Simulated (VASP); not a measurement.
# HW5C in VASP: single point with PBEsol

Aim: the single point of HW5C with PBEsol.

All numbers are computed with VASP 6.6.1; they aren't measurements. Logs are shortened: lines on timing, memory, paths and dates and some standing lists are left out, and cuts for length are marked.

### Step 1. The cell of the first run

The cell holds a slab with vacuum, 7 atoms: a = 3.154 Å, b = 3.154 Å, c = 26.409 Å, α = 90.00°, β = 90.00°, γ = 90.00°.

### Step 2. Single point, PBEsol

INCAR

```
SYSTEM = HW5C
  PREC = Accurate
  ENCUT = 520
  EDIFF = 1E-6
  ISMEAR = 0
  SIGMA = 0.1
  LREAL = .False.
  LASPH = .True.
  NELM = 80
  ALGO = Normal
  ISIF = 2
  LWAVE = .False.
  LCHARG = .False.
  LDIPOL = .True.
  IDIPOL = 3
  DIPOL = 0.5 0.5 0.496
  GGA = PS
  NBANDS = 46
```

KPOINTS

```
regular mesh
0
Gamma
  9 9 1
  0 0 0
```

POSCAR

```
HW5C
1.0
    3.1543602775      0.0000000000      0.0000000000
    0.0000000000      3.1543602775      0.0000000000
    0.0000000000      0.0000000000     26.4087205550
W C H
5 1 1
Direct
    0.5000000000      0.5000000000      0.3218633778
    0.0000000000      0.0000000000      0.3815853221
    0.5000000000      0.5000000000      0.4407389562
    0.0000000000      0.0000000000      0.4997701766
    0.5000000000      0.5000000000      0.5622041314
    0.0000000000      0.5000000000      0.6104443400
    0.0000000000      0.5000000000      0.6522322725
```

Potentials or basis: VASP PAW PBE potentials, release 64 (W_sv, C, H).

Command:

```sh
$ cat potpaw_PBE.64/W_sv/POTCAR potpaw_PBE.64/C/POTCAR potpaw_PBE.64/H/POTCAR > POTCAR
$ mpirun -np 1 vasp_std > vasp.out
```

OUTCAR:

```text
SYSTEM = HW5C
   PREC = Accurate
   ENCUT = 520
   EDIFF = 1E-6
   ISMEAR = 0
   LREAL = .False.
   LASPH = .True.
   NELM = 80
   ISIF = 2
   GGA = PS

 ion  position               nearest neighbor table
   1  0.500  0.500  0.322-   2 2.73   2 2.73   2 2.73   2 2.73   3 3.14
   2  0.000  0.000  0.382-   3 2.72   3 2.72   3 2.72   3 2.72   1 2.73   1 2.73   1 2.73   1 2.73
                             4 3.12
   3  0.500  0.500  0.441-   4 2.72   4 2.72   4 2.72   4 2.72   2 2.72   2 2.72   2 2.72   2 2.72
                             1 3.14   5 3.21
   4  0.000  0.000  0.500-   3 2.72   3 2.72   3 2.72   3 2.72   5 2.77   5 2.77   5 2.77   5 2.77
                             2 3.12
   5  0.500  0.500  0.562-   6 2.03   6 2.03   4 2.77   4 2.77   4 2.77   4 2.77   3 3.21
   6  0.000  0.500  0.610-   7 1.10   5 2.03   5 2.03
   7  0.000  0.500  0.652-   6 1.10

  LATTYP: Found a simple tetragonal cell.
 ALAT       =     3.1543602775
 C/A-ratio  =     8.3721319798

  Lattice vectors:

 A1 = (   3.1543602775,   0.0000000000,   0.0000000000)
 A2 = (   0.0000000000,   3.1543602775,   0.0000000000)
 A3 = (   0.0000000000,   0.0000000000,  26.4087205550)

Analysis of symmetry for initial positions (statically):
=====================================================================
 Subroutine PRICEL returns:
 Original cell was already a primitive cell.

 Routine SETGRP: Setting up the symmetry group for a
 simple tetragonal supercell.

 Subroutine GETGRP returns: Found  4 space group operations
 (whereof  4 operations were pure point group operations)
 out of a pool of 16 trial point group operations.

The static configuration has the point symmetry C_2v.

Analysis of symmetry for dynamics (positions and initial velocities):
=====================================================================
 Subroutine PRICEL returns:
 Original cell was already a primitive cell.

 Routine SETGRP: Setting up the symmetry group for a
 simple tetragonal supercell.

 Subroutine GETGRP returns: Found  4 space group operations
 (whereof  4 operations were pure point group operations)
 out of a pool of 16 trial point group operations.

The dynamic configuration has the point symmetry C_2v.

 Subroutine INISYM returns: Found  4 space group operations
 (whereof  4 operations are pure point group operations),
 and found     1 'primitive' translations

----------------------------------------------------------------------------------------

                                     Primitive cell

  volume of cell :     262.7665

  direct lattice vectors                    reciprocal lattice vectors
     3.154360277  0.000000000  0.000000000     0.317021492  0.000000000  0.000000000
     0.000000000  3.154360277  0.000000000     0.000000000  0.317021492  0.000000000
     0.000000000  0.000000000 26.408720555     0.000000000  0.000000000  0.037866280

  length of vectors
     3.154360277  3.154360277 26.408720555     0.317021492  0.317021492  0.037866280

  position of ions in fractional coordinates (direct lattice)
     0.500000000  0.500000000  0.321863378
     0.000000000  0.000000000  0.381585322
     0.500000000  0.500000000  0.440738956
     0.000000000  0.000000000  0.499770177
     0.500000000  0.500000000  0.562204131
     0.000000000  0.500000000  0.610444340
     0.000000000  0.500000000  0.652232273

  ion indices of the primitive-cell ions
   primitive index   ion index
                 1           1
                 2           2
                 3           3
                 4           4
                 5           5
                 6           6
                 7           7

----------------------------------------------------------------------------------------

 KPOINTS: regular mesh

Automatic generation of k-mesh.
 Grid dimensions read from file:
 generate k-points for:    9    9    1

 Generating k-lattice:

  Cartesian coordinates                     Fractional coordinates (reciprocal lattice)
     0.035224610  0.000000000  0.000000000     0.111111111  0.000000000  0.000000000
     0.000000000  0.035224610  0.000000000     0.000000000  0.111111111  0.000000000
     0.000000000  0.000000000  0.037866280     0.000000000  0.000000000  1.000000000

  Length of vectors
     0.035224610  0.035224610  0.037866280

  Shift w.r.t. Gamma in fractional coordinates (k-lattice)
     0.000000000  0.000000000  0.000000000

 Subroutine IBZKPT returns following result:
 ===========================================

 Found     25 irreducible k-points:

 Following reciprocal coordinates:
            Coordinates               Weight
  0.000000  0.000000  0.000000      1.000000
  0.111111  0.000000  0.000000      2.000000
  0.000000  0.111111  0.000000      2.000000
  0.222222  0.000000  0.000000      2.000000
  0.000000  0.222222  0.000000      2.000000
  0.333333  0.000000  0.000000      2.000000
[... 16 lines left out ...]
  0.444444  0.333333  0.000000      4.000000
 -0.333333  0.444444  0.000000      4.000000
   k-points           NKPTS =     25   k-points in BZ     NKDIM =     25   number of bands    NBANDS=     46
   number of dos      NEDOS =    301   number of ions     NIONS =      7
   total plane-waves  NPLWV = 112896
   dimension x,y,z NGX =    24 NGY =   24 NGZ =  196
   dimension x,y,z NGXF=    48 NGYF=   48 NGZF=  392
   ions per type =               5   1   1
   NGX,Y,Z   is equivalent  to a cutoff of  12.65, 12.65, 12.34 a.u.
   NGXF,Y,Z  is equivalent  to a cutoff of  25.30, 25.30, 24.68 a.u.
 SYSTEM =  HW5C
   PREC   = accura    normal or accurate (medium, high low for compatibility)
   ISTART =      0    job   : 0-new  1-cont  2-samecut
   ICHARG =      2    charge: 1-file 2-atom 10-const
   ISPIN  =      1    spin polarized calculation?
   LNONCOLLINEAR =      F non collinear calculations
   LSORBIT =      F    spin-orbit coupling
   LASPH  =      T    aspherical Exc in radial PAW
   ENCUT  =  520.0 eV  38.22 Ry    6.18 a.u.   5.87  5.87 49.10*2*pi/ulx,y,z
   NELM   =     80;   NELMIN=  2; NELMDL= -5     # of ELM steps
   EDIFF  = 0.1E-05   stopping-criterion for ELM
   LREAL  =      F    real-space projection
   EDIFFG = 0.1E-04   stopping-criterion for IOM
   NSW    =      0    number of steps for IOM
   IBRION =     -1    ionic relax: 0-MD 1-quasi-New 2-CG
   NFREE  =      0    steps in history (QN), initial steepest desc. (CG)
   ISIF   =      2    stress and relaxation
   ISYM   =      2    0-nonsym 1-usesym 2-fastsym
   POTIM  = 0.5000    time-step for ionic-motion
   TEBEG  =    0.0;   TEEND  =   0.0 temperature during run
   PSTRESS=    0.0 pullay stress
   NELECT =      75.0000    total number of electrons
   NUPDOWN=      -1.0000    fix difference up-down
   EMIN   =  10.00;   EMAX   =-10.00  energy-range for DOS
   EFERMI =   0.00;   METHOD = LEGACY
   ISMEAR =     0;   SIGMA  =   0.10  broadening in eV -4-tet -1-fermi 0-gaus
   EFERMI_NEDOS =   21; number of points for ismear=-14 and -15
   IALGO  =     38    algorithm
   IMIX   =      4    mixing-type and parameters
     AMIX     =   0.40;   BMIX     =  1.00
     AMIX_MAG =   1.60;   BMIX_MAG =  1.00
  volume/ion in A,a.u.               =      37.54       253.32
  Fermi-wavevector in a.u.,A,eV,Ry     =   1.077884  2.036905 15.807704  1.161833
  Thomas-Fermi vector in A             =   2.213808
   LORBIT       =      0    0 simple, 1 ext, 2 COOP (PROOUT), +10 PAW based schemes
   GGA     = PS    functional components
   LHFCALC =     F    Hartree Fock is set to
   AEXX    =    0.0000 exact exchange contribution
   IVDW    =     0    specifies the selected vdW correction
   LEPSILON=     F    determine dielectric tensor
   LRPA    =     F    only Hartree local field effects (RPA)
 non-spin polarized calculation
 Gauss-broadening in eV      SIGMA  =   0.10
  energy-cutoff  :      520.00
  volume of cell :      262.77
 maximum number of plane-waves:      7144
   NGX = 11   NGY = 11   NGZ = 99

 dipolmoment           0.000000      0.000000      0.979054 electrons x Angstroem

 number of electron      75.0000001 magnetization

 dipolmoment           0.000000      0.000000     -0.014692 electrons x Angstroem

 Free energy of the ion-electron system (eV)
  ---------------------------------------------------
  ext. energy  EPLUGINS =         0.00000000
  ---------------------------------------------------
  free energy    TOTEN  =       -76.28869632 eV

  energy without entropy =      -76.25784031  energy(sigma->0) =      -76.27326831

 E-fermi :   0.7323     XC(G=0):  -5.4669

 val. band max:        0.7125498137   @ k =   0.1111   0.0000   0.0000
 cond. band min:       0.7585122257   @ k =   0.3333   0.2222   0.0000
 fundamental gap:      0.0459624119
 Fermi energy:         0.7323108212

 k-point     1 :       0.0000    0.0000    0.0000
  band No.  band energies     occupation
      1     -73.2035      2.00000
      2     -73.1461      2.00000
      3     -73.0029      2.00000
      4     -72.9782      2.00000
      5     -72.8677      2.00000
      6     -37.6547      2.00000
[... 38 lines left out ...]
     45       3.4867      0.00000
     46       3.5422      0.00000

 k-point     2 :       0.1111    0.0000    0.0000
  band No.  band energies     occupation
      1     -73.1985      2.00000
      2     -73.1430      2.00000
      3     -73.0005      2.00000
      4     -72.9804      2.00000
      5     -72.8706      2.00000
      6     -37.7071      2.00000
[... 38 lines left out ...]
     45       3.3158      0.00000
     46       3.4485      0.00000

 k-point     3 :       0.0000    0.1111    0.0000
  band No.  band energies     occupation
      1     -73.1985      2.00000
      2     -73.1430      2.00000
      3     -73.0006      2.00000
      4     -72.9804      2.00000
      5     -72.8707      2.00000
      6     -37.7066      2.00000
[... 1018 lines left out ...]
     45       4.0043      0.00000
     46       4.0575      0.00000

 k-point    24 :      -0.3333    0.4444    0.0000
  band No.  band energies     occupation
      1     -73.1559      2.00000
      2     -73.0982      2.00000
      3     -73.0122      2.00000
      4     -72.9595      2.00000
      5     -72.8929      2.00000
      6     -37.9110      2.00000
[... 38 lines left out ...]
     45       3.9605      0.00000
     46       4.1084      0.00000

 [... further k-points ...]

------------------------ aborting loop because EDIFF is reached ----------------------------------------

 vacuum level on the upper side and lower side of the slab       (xc-potential included)        -0.135         0.127

  FORCE on cell =-STRESS in cart. coord.  units (eV):
  Direction    XX          YY          ZZ          XY          YZ          ZX
  --------------------------------------------------------------------------------------
  -------------------------------------------------------------------------------------
  Total       -8.4793108     -5.0893572     -2.4408682      0.0000000      0.0000000      0.0000000
  in kB      -51.7012667    -31.0315571    -14.8828109      0.0000000      0.0000000      0.0000000
  external PRESSURE =     -32.5385449 kB  Pullay stress =       0.0000000 kB

 VOLUME and BASIS-vectors are now :
 -----------------------------------------------------------------------------
  energy-cutoff  :      520.00
  volume of cell :      262.77
      direct lattice vectors                 reciprocal lattice vectors
     3.154360277  0.000000000  0.000000000     0.317021492  0.000000000  0.000000000
     0.000000000  3.154360277  0.000000000     0.000000000  0.317021492  0.000000000
     0.000000000  0.000000000 26.408720555     0.000000000  0.000000000  0.037866280

 POSITION                                       TOTAL-FORCE (eV/Angst)
 -----------------------------------------------------------------------------------
      1.57718      1.57718      8.50000         0.000000      0.000000      1.685189
      0.00000      0.00000     10.07718         0.000000      0.000000     -1.735953
      1.57718      1.57718     11.63935         0.000000      0.000000      0.005264
      0.00000      0.00000     13.19829         0.000000      0.000000      0.018669
      1.57718      1.57718     14.84709         0.000000      0.000000     -0.022296
      0.00000      1.57718     16.12105         0.000000      0.000000      0.020483
      0.00000      1.57718     17.22462         0.000000      0.000000      0.028645
 -----------------------------------------------------------------------------------
    total drift:                                0.000000     -0.000000     -0.000170

  FREE ENERGIE OF THE ION-ELECTRON SYSTEM (eV)
  ---------------------------------------------------
  free  energy   TOTEN  =       -76.2886963155 eV

  energy  without entropy=      -76.2578403107  energy(sigma->0) =      -76.27326831

 vacuum level on the upper side and lower side of the slab         4.828         5.096
```

Run time: 11 min. Hardware: 1 thread of Intel Xeon Platinum 8175M at 2.50GHz (Skylake/Cascade Lake), shared host; peak memory 0.48 GiB.

Results:

```
Free energy            : -76.2887 eV
Largest force          : 1.736 eV/Å
Band gap on the k mesh : zero (an odd number of electrons rules out a gap without spin polarisation)
```

Forces on the atoms (eV/Å):
```
W    0.000  0.000  1.685
W    0.000  0.000 -1.736
W    0.000  0.000  0.005
W    0.000  0.000  0.019
W    0.000  0.000 -0.022
C    0.000  0.000  0.020
H    0.000  0.000  0.029
```

Caveat: the PAW data sets were made with another functional, which shifts forces and pressure a little; spin-orbit coupling is left out, which moves the levels of the heavy elements.
